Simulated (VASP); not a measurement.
A run of VASP 6.6.1:

Contents of INCAR:

```
PREC = Accurate
ENCUT = 520
EDIFF = 1E-6
ISMEAR = -1
SIGMA = 0.08
LREAL = False
LASPH = True
NELM = 80
ALGO = Normal
ISIF = 2
LWAVE = False
LCHARG = False
GGA = PE
NBANDS = 12
```

KPOINTS

```
regular mesh
0
Gamma
  12 12 12
```

The input POSCAR:

```
Hg
1.0
    2.5857698834      0.0000000000      0.0000000000
    0.0000000000      2.5857698834      0.0000000000
    0.0000000000      0.0000000000      2.5857698834
Hg
1
Direct
    0.0000000000      0.0000000000      0.0000000000
```

Potentials or basis: VASP PAW PBE potentials, release 64 (Hg).

Run with:

```console
$ cat potpaw_PBE.64/Hg/POTCAR > POTCAR
$ mpirun -np 1 vasp_std > vasp.out
```

Hardware: 1 thread of Intel Xeon 8259CL, on a shared host.

Estimate the wall time of this run.

Run time: 21 s on 1 thread of Intel Xeon 8259CL, on a shared host, peak memory 0.13 GiB. Counts: scf iterations 11, k points 84.
